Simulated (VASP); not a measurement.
PbSe:

```
Pb Se
1.0
     0.00000    3.08870    3.08870
     3.08870    0.00000    3.08870
     3.08870    3.08870    0.00000
Pb Se
1 1
Direct
  0.00000 0.00000 0.00000
  0.50000 0.50000 0.50000
```

Base run:

| Property | Result |
| --- | --- |
| Program | VASP 6.6.1 |
| Functional | r2SCAN |
| Potentials or basis | VASP PAW PBE potentials, release 64 (Pb_d, Se) |
| Cutoff | 520 eV |
| k mesh | 6 × 6 × 6 |
| Occupations | gaussian, width 0.01 eV |
| Spin | no spin polarisation |

Its results: band gap on the k mesh 0.67 eV, direct; pressure 0.0 GPa.

**Question.** The run is repeated on the same cell with these changes: functional from r2SCAN to PBE; k mesh from 6 × 6 × 6 to 8 × 8 × 8. What comes out?

**Answer.** Band gap on the k mesh 0.38 eV, direct; pressure 0.9 GPa.

Several settings changed at once, so the effect can't be laid on one alone.

Caveats: spin-orbit coupling is left out, which moves the levels of the heavy elements; the PAW data sets were made with another functional, which shifts forces and pressure a little (some runs).

A k mesh can miss the band edges.
